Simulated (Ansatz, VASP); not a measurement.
**One calculation of PbF2, two programs**

INCAR

```
SYSTEM = PbF2
  ALGO = Normal
  EDIFF = 1E-6
  ENCUT = 520
  GGA = PS
  ISIF = 2
  ISMEAR = 0
  LASPH = .True.
  LCHARG = .True.
  LELF = .True.
  LREAL = .False.
  LVHAR = .True.
  LWAVE = .False.
  NBANDS = 21
  NELM = 100
  PREC = Accurate
  SIGMA = 0.05
```

Contents of KPOINTS:

```
k-points
0
Gamma
  8 8 8
  0 0 0
```

POSCAR

```
PbF2
1.0
    0.0000000000      2.9219408158      3.0680378566
    2.9219408158      0.0000000000      3.0680378566
    2.9219408158      2.9219408158      0.0000000000
Pb F
1 2
Direct
    0.0000000000      0.0000000000      0.0000000000
    0.2500000000      0.2500000000      0.2500000000
    0.7500000000      0.7500000000      0.7500000000
```

Input for Ansatz:

```yaml
crystal:
  lattice:
    - [0.0, 2.9219408158, 3.0680378566]
    - [2.9219408158, 0.0, 3.0680378566]
    - [2.9219408158, 2.9219408158, 0.0]
  atoms:
    - { symbol: Pb, position: [0.0, 0.0, 0.0] }
    - { symbol: F, position: [0.25, 0.25, 0.25] }
    - { symbol: F, position: [0.75, 0.75, 0.75] }
basis:
  ecutwfc: 420
kpoints:
  mp_grid: { grid: [8, 8, 8] }
hamiltonian:
  xc: pbesol
scf:
  occupations: { method: gaussian, width: 0.05 }
output:
  forces: true
  stress: true
  eigenvalues: true
```

Alike in both runs: task single point; functional PBEsol; k mesh 8 × 8 × 8; occupations gaussian, width 0.05 eV; no spin polarisation.

|  | VASP | Ansatz |
| --- | --- | --- |
| version | VASP 6.6.1 | Ansatz 0.2.0 |
| potentials or method | VASP PAW PBE potentials, release 64 (Pb_d, F), cutoff 520 eV | scalar-relativistic, plane waves, PAW |
| valence electrons in the cell | 28 | 28 |

|  | VASP | Ansatz | Ansatz less VASP |
| --- | --- | --- | --- |
| gap on the k mesh at the Fermi level (eV) | 4.17 | 4.18 | +0.006 |
| least direct gap on the mesh (eV) | 4.39 | 4.40 | +0.005 |
| pressure (GPa) | -1.8 | -1.6 | +0.22 |
| traceless stress, the component that is largest in VASP (GPa) | -1.82 | -1.81 | +0.004 |

VASP's potentials were made for PBE, not for PBEsol.

Neither program's run includes spin-orbit coupling.
